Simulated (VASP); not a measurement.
# CdSe (R3m) in VASP: notebook, part 2 of 2

VASP 6.6.1.

### 3 Electric field gradients, PBEsol (shortest bond scaled by 0.64)

Input file INCAR:

```
PREC = Accurate
ENCUT = 520
EDIFF = 1E-8
ISMEAR = -1
SIGMA = 0.03
LREAL = F
LASPH = T
NELM = 100
ALGO = Normal
ISIF = 2
LWAVE = F
LCHARG = F
GGA = PS
LEFG = T
NBANDS = 16
```

Input file KPOINTS:

```
Automatic mesh
0
Gamma
  7 7 7
```

Input file POSCAR:

```
CdSe
1.0
    0.0000000000      3.0702711986      3.0702711986
    3.0702711986      0.0000000000      3.0702711986
    3.0702711986      3.0702711986      0.0000000000
Cd Se
1 1
Direct
   -0.1350000000      0.0450000000      0.0450000000
    0.3850000000      0.2050000000      0.2050000000
```

Potentials or basis: VASP PAW PBE potentials, release 64 (Cd, Se).

On the command line:

```
$ cat potpaw_PBE.64/Cd/POTCAR potpaw_PBE.64/Se/POTCAR > POTCAR
$ mpirun -np 1 vasp_std > vasp.out
```

OUTCAR:

```text
PREC = Accurate
   ENCUT = 520
   EDIFF = 1E-8
   ISMEAR = -1
   LREAL = F
   LASPH = T
   NELM = 100
   ISIF = 2
   GGA = PS

 ion  position               nearest neighbor table
   1  0.865  0.045  0.045-   2 1.70   2 3.11   2 3.11   2 3.11
   2  0.385  0.205  0.205-   1 1.70   1 3.11   1 3.11   1 3.11

  LATTYP: Found a face centered cubic cell.
 ALAT       =     6.1405423972

  Lattice vectors:

 A1 = (   0.0000000000,   3.0702711986,   3.0702711986)
 A2 = (   3.0702711986,   0.0000000000,   3.0702711986)
 A3 = (   3.0702711986,   3.0702711986,   0.0000000000)

Analysis of symmetry for initial positions (statically):
=====================================================================
 Subroutine PRICEL returns:
 Original cell was already a primitive cell.

 Routine SETGRP: Setting up the symmetry group for a
 face centered cubic supercell.

 Subroutine GETGRP returns: Found  6 space group operations
 (whereof  6 operations were pure point group operations)
 out of a pool of 48 trial point group operations.

The static configuration has the point symmetry C_3v.

Analysis of symmetry for dynamics (positions and initial velocities):
=====================================================================
 Subroutine PRICEL returns:
 Original cell was already a primitive cell.

 Routine SETGRP: Setting up the symmetry group for a
 face centered cubic supercell.

 Subroutine GETGRP returns: Found  6 space group operations
 (whereof  6 operations were pure point group operations)
 out of a pool of 48 trial point group operations.

The dynamic configuration has the point symmetry C_3v.

 Subroutine INISYM returns: Found  6 space group operations
 (whereof  6 operations are pure point group operations),
 and found     1 'primitive' translations

----------------------------------------------------------------------------------------

                                     Primitive cell

  volume of cell :      57.8842

  direct lattice vectors                    reciprocal lattice vectors
     0.000000000  3.070271199  3.070271199    -0.162852063  0.162852063  0.162852063
     3.070271199  0.000000000  3.070271199     0.162852063 -0.162852063  0.162852063
     3.070271199  3.070271199  0.000000000     0.162852063  0.162852063 -0.162852063

  length of vectors
     4.342019169  4.342019169  4.342019169     0.282068048  0.282068048  0.282068048

  position of ions in fractional coordinates (direct lattice)
     0.865000000  0.045000000  0.045000000
     0.385000000  0.205000000  0.205000000

  ion indices of the primitive-cell ions
   primitive index   ion index
                 1           1
                 2           2

----------------------------------------------------------------------------------------

 KPOINTS: Automatic mesh

Automatic generation of k-mesh.
[... 70 lines left out ...]
   IBRION =     -1    ionic relax: 0-MD 1-quasi-New 2-CG
   NFREE  =      0    steps in history (QN), initial steepest desc. (CG)
   ISIF   =      2    stress and relaxation
   ISYM   =      2    0-nonsym 1-usesym 2-fastsym
   POTIM  = 0.5000    time-step for ionic-motion
   TEBEG  =    0.0;   TEEND  =   0.0 temperature during run
   PSTRESS=    0.0 pullay stress
   NELECT =      18.0000    total number of electrons
   NUPDOWN=      -1.0000    fix difference up-down
   EMIN   =  10.00;   EMAX   =-10.00  energy-range for DOS
   EFERMI =   0.00;   METHOD = LEGACY
   ISMEAR =    -1;   SIGMA  =   0.03  broadening in eV -4-tet -1-fermi 0-gaus
   EFERMI_NEDOS =   21; number of points for ismear=-14 and -15
   IALGO  =     38    algorithm
   IMIX   =      4    mixing-type and parameters
     AMIX     =   0.40;   BMIX     =  1.00
     AMIX_MAG =   1.60;   BMIX_MAG =  1.00
  volume/ion in A,a.u.               =      28.94       195.31
  Fermi-wavevector in a.u.,A,eV,Ry     =   1.109121  2.095935 16.737199  1.230149
  Thomas-Fermi vector in A             =   2.245657
   LORBIT       =      0    0 simple, 1 ext, 2 COOP (PROOUT), +10 PAW based schemes
   GGA     = PS    functional components
   LHFCALC =     F    Hartree Fock is set to
   AEXX    =    0.0000 exact exchange contribution
   IVDW    =     0    specifies the selected vdW correction
   LEPSILON=     F    determine dielectric tensor
   LRPA    =     F    only Hartree local field effects (RPA)
 non-spin polarized calculation
  energy-cutoff  :      520.00
  volume of cell :       57.88
 maximum number of plane-waves:      1580
   NGX = 17   NGY = 17   NGZ = 17

 number of electron      18.0000003 magnetization

 Free energy of the ion-electron system (eV)
  ---------------------------------------------------
  ext. energy  EPLUGINS =         0.00000000
  ---------------------------------------------------
  free energy    TOTEN  =         3.80238688 eV

  energy without entropy =        3.80238712  energy(sigma->0) =        3.80238700

 E-fermi :   1.2497     XC(G=0):  -8.8801

 val. band max:        0.8744759647   @ k =   0.0000   0.0000   0.0000
 cond. band min:       1.5432673932   @ k =   0.0000   0.0000   0.0000
 fundamental gap:      0.6687914285
 Fermi energy:         1.2496865933

 k-point     1 :       0.0000    0.0000    0.0000
  band No.  band energies     occupation
      1     -14.5594      2.00000
      2      -9.9050      2.00000
      3      -9.9050      2.00000
      4      -8.8273      2.00000
      5      -8.2754      2.00000
      6      -8.2754      2.00000
[... 433 lines left out ...]
      3      -9.7363      2.00000
      4      -8.4453      2.00000
      5      -8.2374      2.00000
      6      -8.1761      2.00000
[... 8 lines left out ...]
     15      12.6048      0.00000
     16      14.3635      0.00000

 [... further k-points ...]

------------------------ aborting loop because EDIFF is reached ----------------------------------------

  FORCE on cell =-STRESS in cart. coord.  units (eV):
  Direction    XX          YY          ZZ          XY          YZ          ZX
  --------------------------------------------------------------------------------------
  -------------------------------------------------------------------------------------
  Total       21.3335183     21.3335183     21.3335183    -22.5377973     22.5377973    -22.5377973
  in kB      590.4904202    590.4904202    590.4904202   -623.8236559    623.8236559   -623.8236559
  external PRESSURE =     590.4904202 kB  Pullay stress =       0.0000000 kB

 VOLUME and BASIS-vectors are now :
 -----------------------------------------------------------------------------
  energy-cutoff  :      520.00
  volume of cell :       57.88
      direct lattice vectors                 reciprocal lattice vectors
     0.000000000  3.070271199  3.070271199    -0.162852063  0.162852063  0.162852063
     3.070271199  0.000000000  3.070271199     0.162852063 -0.162852063  0.162852063
     3.070271199  3.070271199  0.000000000     0.162852063  0.162852063 -0.162852063

 POSITION                                       TOTAL-FORCE (eV/Angst)
 -----------------------------------------------------------------------------------
      0.27632      2.79395      2.79395       -23.494574     23.494574     23.494574
      1.25881      1.81146      1.81146        23.494574    -23.494574    -23.494574
 -----------------------------------------------------------------------------------
    total drift:                                0.000584     -0.000586     -0.000586

  FREE ENERGIE OF THE ION-ELECTRON SYSTEM (eV)
  ---------------------------------------------------
  free  energy   TOTEN  =         3.8023868800 eV

  energy  without entropy=        3.8023871217  energy(sigma->0) =        3.80238700

 Electric field gradients (V/A^2)
---------------------------------------------------------------------
 ion       V_xx      V_yy      V_zz      V_xy      V_xz      V_yz
---------------------------------------------------------------------
   1      -0.001     0.000     0.000   173.970   173.970  -173.973
   2      -0.000     0.000     0.000    19.260    19.260   -19.260
---------------------------------------------------------------------

 Electric field gradients after diagonalization (V/A^2)
 (convention: |V_zz| > |V_xx| > |V_yy|)
----------------------------------------------------------------------
 ion       V_xx      V_yy      V_zz     asymmetry (V_yy - V_xx)/ V_zz
----------------------------------------------------------------------
   1     173.974   173.968  -347.942       0.000
   2      19.261    19.260   -38.520       0.000
----------------------------------------------------------------------

           NMR quadrupolar parameters

 Cq : quadrupolar parameter    Cq=e*Q*V_zz/h
 eta: asymmetry parameters     (V_yy - V_xx)/ V_zz
 Q  : nuclear electric quadrupole moment in mb (millibarn)
----------------------------------------------------------------------
 ion       Cq(MHz)       eta       Q (mb)
----------------------------------------------------------------------
   1      -0.841       0.000       1.000
   2      -0.093       0.000       1.000
----------------------------------------------------------------------
```

OSZICAR:

```text
N       E                     dE             d eps       ncg     rms          rms(c)
DAV:   1     0.114036802599E+03    0.11404E+03   -0.83007E+03  1408   0.995E+02
DAV:   2     0.673530203072E+01   -0.10730E+03   -0.10196E+03  1760   0.253E+02
DAV:   3     0.276467826407E+01   -0.39706E+01   -0.39657E+01  1640   0.495E+01
DAV:   4     0.274883596595E+01   -0.15842E-01   -0.15842E-01  1784   0.335E+00
DAV:   5     0.274873959178E+01   -0.96374E-04   -0.96374E-04  1672   0.237E-01    0.243E+01
DAV:   6     0.369432948699E+01    0.94559E+00   -0.12822E+00  1776   0.176E+01    0.141E+01
DAV:   7     0.378623681949E+01    0.91907E-01   -0.70495E-01  1728   0.666E+00    0.298E+00
DAV:   8     0.380170559637E+01    0.15469E-01   -0.13843E-01  1584   0.470E+00    0.686E-01
DAV:   9     0.380243887283E+01    0.73328E-03   -0.88625E-03  1664   0.136E+00    0.143E-01
DAV:  10     0.380240603061E+01   -0.32842E-04   -0.48611E-04  1824   0.199E-01    0.740E-02
DAV:  11     0.380238389992E+01   -0.22131E-04   -0.11136E-04  1688   0.123E-01    0.193E-02
DAV:  12     0.380238780596E+01    0.39060E-05   -0.24804E-05  1624   0.715E-02    0.100E-02
DAV:  13     0.380238693044E+01   -0.87552E-06   -0.30261E-06  1720   0.181E-02    0.272E-03
DAV:  14     0.380238682132E+01   -0.10912E-06   -0.27052E-07  1824   0.433E-03    0.143E-03
DAV:  15     0.380238688572E+01    0.64394E-07   -0.18922E-07  1728   0.522E-03    0.539E-04
DAV:  16     0.380238687996E+01   -0.57614E-08   -0.18795E-08  1352   0.124E-03
   1 F= 0.38023869E+01 E0= 0.38023870E+01  d E =-.241725E-06
```

Wall time 17 s (1 thread of Intel Xeon 6975P-C (Granite Rapids), shared host); peak memory 0.2 GiB.

What came out:

```
Free energy            : 3.8024 eV
Pressure               : 59.0 GPa
Largest force          : 40.694 eV/Å
Band gap on the k mesh : 0.67 eV, direct
```

Forces on the atoms (eV/Å):
```
Cd  -23.495  23.495  23.495
Se   23.495 -23.495 -23.495
```

Levels at points of the mesh, in eV from the valence-band top:
```tsv
k point	band 7	band 8	band 9	band 10	band 11	band 12
(0.00, 0.00, 0.00)	-0.86	0.00	0.00	0.67	5.73	5.73
```

Electric field gradients, principal values (V/Å²):
```tsv
atom	least	middle	greatest (by size)
1 Cd	173.968	173.974	-347.942
2 Se	19.260	19.261	-38.520
```

Caveat: the cell differs from its parent crystal (shortest bond scaled by 0.64); without QUAD_EFG the Cq values of the log hold for a quadrupole moment of 1 mb, not for the nuclei; the PAW data sets were made with another functional, which shifts forces and pressure a little.
